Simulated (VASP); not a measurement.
# RbCl (Fm-3m) in VASP: further runs, part 2 of 2

VASP 6.6.1.

**4. Single point, PBE (volume changed by -3%)**

File INCAR:

```
PREC = Accurate ; ENCUT = 500
EDIFF = 1E-6 ; ISMEAR = 0
SIGMA = 0.01 ; LREAL = False
LASPH = True ; NELM = 120
ALGO = Normal ; ISIF = 2
LWAVE = False ; LCHARG = True
GGA = PE ; LELF = True
LVHAR = True ; NBANDS = 15
GGA_COMPAT = False
```

File KPOINTS:

```
regular mesh
0
Gamma
  6 6 6
```

File POSCAR:

```
RbCl
1.0
    0.0000000000      3.3152941348      3.3152941348
    3.3152941348      0.0000000000      3.3152941348
    3.3152941348      3.3152941348      0.0000000000
Rb Cl
1 1
Direct
    0.0000000000      0.0000000000      0.0000000000
    0.5000000000      0.5000000000      0.5000000000
```

Command:

```sh
$ cat potpaw_PBE.64/Rb_sv/POTCAR potpaw_PBE.64/Cl/POTCAR > POTCAR
$ mpirun -np 1 vasp_std > vasp.out
```

Wall time 19 s (1 thread of Intel Xeon Platinum 8259CL at 2.50GHz (Skylake/Cascade Lake), shared host); peak memory 0.2 GiB.

It converged, with:

- Free energy: -6.6722 eV
- Pressure: 0.5 GPa
- Band gap on the k mesh: 4.93 eV, direct

Levels at points of the mesh, in eV from the valence-band top:
```
           k point  band 5  band 6  band 7  band 8  band 9  band 10  band 11  band 12
(0.00, 0.00, 0.00)   -8.03    0.00    0.00    0.00    4.93     7.98     7.98     7.98
(0.50, 0.00, 0.00)   -8.00   -0.83   -0.32   -0.32    7.67     7.89    10.07    10.07
(0.50, 0.50, 0.00)   -8.12   -0.32   -0.10   -0.10    6.22     7.96     9.59    10.02
```

Caveat: the cell differs from its parent crystal (volume changed by -3%).

**5. Single point, PBE**

This run uses another cell than the first one, of 37.57 Å³/atom, 1.040 times its volume.

File INCAR:

```
SYSTEM = RbCl
ALGO = Normal ; EDIFF = 1E-6
ENCUT = 500 ; GGA = PE
GGA_COMPAT = .FALSE. ; ISIF = 2
ISMEAR = 0 ; LASPH = .TRUE.
LCHARG = .FALSE. ; LREAL = .FALSE.
LWAVE = .FALSE. ; NBANDS = 15
NELM = 120 ; PREC = Accurate
SIGMA = 0.01
```

File KPOINTS:

```
k-points
0
G
  6 6 6
  0 0 0
```

File POSCAR:

```
RbCl
1.0
    0.0000000000      3.3491260034      3.3491260034
    3.3491260034      0.0000000000      3.3491260034
    3.3491260034      3.3491260034      0.0000000000
Rb Cl
1 1
Direct
    0.0000000000      0.0000000000      0.0000000000
    0.5000000000      0.5000000000      0.5000000000
```

Potentials or basis: VASP PAW PBE potentials, release 64 (Rb_sv, Cl).

Command:

```sh
$ cat potpaw_PBE.64/Rb_sv/POTCAR potpaw_PBE.64/Cl/POTCAR > POTCAR
$ mpirun -np 1 vasp_std > vasp.out
```

OUTCAR:

```text
SYSTEM = RbCl
   EDIFF = 1E-6
   ENCUT = 500
   GGA = PE
   ISIF = 2
   ISMEAR = 0
   LASPH = .TRUE.
   LREAL = .FALSE.
   NELM = 120
   PREC = Accurate

 ion  position               nearest neighbor table
   1  0.000  0.000  0.000-   2 3.35   2 3.35   2 3.35   2 3.35   2 3.35   2 3.35
   2  0.500  0.500  0.500-   1 3.35   1 3.35   1 3.35   1 3.35   1 3.35   1 3.35

  LATTYP: Found a face centered cubic cell.
 ALAT       =     6.6982520068

  Lattice vectors:

 A1 = (   0.0000000000,   3.3491260034,   3.3491260034)
 A2 = (   3.3491260034,   0.0000000000,   3.3491260034)
 A3 = (   3.3491260034,   3.3491260034,   0.0000000000)

Analysis of symmetry for initial positions (statically):
=====================================================================
 Subroutine PRICEL returns:
 Original cell was already a primitive cell.

 Routine SETGRP: Setting up the symmetry group for a
 face centered cubic supercell.

 Subroutine GETGRP returns: Found 48 space group operations
 (whereof 48 operations were pure point group operations)
 out of a pool of 48 trial point group operations.

[... 167 lines left out ...]
      5     -10.1678      2.00000
      6      -2.0674      2.00000
      7      -2.0674      2.00000
      8      -2.0674      2.00000
      9       2.7654      0.00000
     10       5.8857      0.00000
     11       5.8857      0.00000
     12       5.8857      0.00000
     13       6.8356      0.00000
     14       6.8356      0.00000
[... 257 lines left out ...]
      2     -13.9968      2.00000
      3     -10.3459      2.00000
      4     -10.2822      2.00000
      5     -10.1836      2.00000
      6      -2.3924      2.00000
      7      -2.3530      2.00000
      8      -2.2457      2.00000
      9       4.8166      0.00000
     10       6.3338      0.00000
     11       6.4810      0.00000
     12       7.5368      0.00000
     13       8.5792      0.00000
     14       9.4355      0.00000
     15       9.8775      0.00000

------------------------ aborting loop because EDIFF is reached ----------------------------------------

  FORCE on cell =-STRESS in cart. coord.  units (eV):
  Direction    XX          YY          ZZ          XY          YZ          ZX
  --------------------------------------------------------------------------------------
  -------------------------------------------------------------------------------------
  Total       -0.0023760     -0.0023760     -0.0023760      0.0000000     -0.0000000     -0.0000000
  in kB       -0.0506669     -0.0506669     -0.0506669      0.0000000     -0.0000000     -0.0000000
  external PRESSURE =      -0.0506669 kB  Pullay stress =       0.0000000 kB

 VOLUME and BASIS-vectors are now :
 -----------------------------------------------------------------------------
  energy-cutoff  :      500.00
  volume of cell :       75.13
      direct lattice vectors                 reciprocal lattice vectors
     0.000000000  3.349126003  3.349126003    -0.149292681  0.149292681  0.149292681
     3.349126003  0.000000000  3.349126003     0.149292681 -0.149292681  0.149292681
     3.349126003  3.349126003  0.000000000     0.149292681  0.149292681 -0.149292681

 POSITION                                       TOTAL-FORCE (eV/Angst)
 -----------------------------------------------------------------------------------
      0.00000      0.00000      0.00000         0.000000      0.000000      0.000000
      3.34913      3.34913      3.34913        -0.000000     -0.000000     -0.000000
 -----------------------------------------------------------------------------------
    total drift:                                0.000000      0.000000      0.000000

  FREE ENERGIE OF THE ION-ELECTRON SYSTEM (eV)
  ---------------------------------------------------
  free  energy   TOTEN  =        -6.6758438262 eV

  energy  without entropy=       -6.6758438262  energy(sigma->0) =       -6.67584383
```

Run time: 21 s. Hardware: 1 thread of Intel Xeon Platinum 8259CL at 2.50GHz (Skylake/Cascade Lake), shared host; peak memory 0.2 GiB.

What came out:

| Property | Result |
| --- | --- |
| Free energy | -6.6758 eV |
| Pressure | 0.0 GPa |
| Band gap on the k mesh | 4.83 eV, direct |

**6. The runs side by side**

```tsv
cell	gap on the mesh (eV)	pressure (GPa)
a = 4.675 Å, angles 60.0°, 2 atoms	4.95	0.6
a = 4.640 Å, angles 60.0°, 2 atoms	5.03	1.0
a = 4.689 Å, angles 60.0°, 2 atoms	4.93	0.5
a = 4.736 Å, angles 60.0°, 2 atoms	4.83	0.0
```

Alike in all rows: task single point; level PBE; potentials or basis VASP PAW PBE potentials, release 64 (Rb_sv, Cl); no spin polarisation; k mesh 6 × 6 × 6; cutoff (eV) 500; smearing gaussian 0.01 eV.

Absolute energies hang on the potentials; compare differences alone.
